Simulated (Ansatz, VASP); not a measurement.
**LaP: VASP beside Ansatz**

```
CELL_PARAMETERS angstrom
0.00000 3.07158 3.07158
3.07158 0.00000 3.07158
3.07158 3.07158 0.00000
ATOMIC_POSITIONS crystal
La 0.00000 0.00000 0.00000
P 0.50000 0.50000 0.50000
```

Change from the starting cell: volume scaled by 1.06.

Alike in both runs: task single point; functional LDA; k mesh 10 × 10 × 10; occupations fermi-dirac, width 0.03 eV; no spin polarisation.

```csv
,VASP,Ansatz
version,VASP 6.6.1,Ansatz 0.2.0
potentials or method,"VASP PAW LDA potentials, release 64 (La, P), cutoff 520 eV","all-electron LAPW, scalar-relativistic"
```

Ansatz gave:

| Item | Value |
| --- | --- |
| pressure (GPa) | -6.7 |

Question: Which values does VASP return?

Answer: Pressure (GPa): -6.8.

LDA's correlation is that of Perdew and Zunger in VASP and of Perdew and Wang (1992) in Ansatz. Ansatz ran all-electron here, and VASP with PAW potentials.

Neither program's run includes spin-orbit coupling.
